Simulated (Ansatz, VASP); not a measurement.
Two plane-wave programs on Ca

```xyz
1
Lattice="-2.2400 2.2400 2.2400 2.2400 -2.2400 2.2400 2.2400 2.2400 -2.2400" Properties=species:S:1:pos:R:3 pbc="T T T"
Ca    0.0000    0.0000    0.0000
```

Alike in both runs: functional r2SCAN; dispersion rVV10; k mesh 6 × 6 × 6; occupations gaussian, width 0.01 eV; no spin polarisation.

```csv
,VASP,Ansatz
version,VASP 6.6.1,Ansatz 0.2.0
potentials or method,"VASP PAW PBE potentials, release 64 (Ca_sv)",Ansatz PAW
plane-wave cutoff (eV),520,500
valence electrons in the cell,10,10
task,single point,density of states
```

|  | VASP | Ansatz | Ansatz less VASP |
| --- | --- | --- | --- |
| gap on the k mesh at the Fermi level (eV) | none | none | - |
| pressure (GPa) | -0.7 | -0.7 | -0.05 |

VASP's potentials were made for PBE, not for r2SCAN. A gap of «none» marks a metal or a gap that the smearing closes.
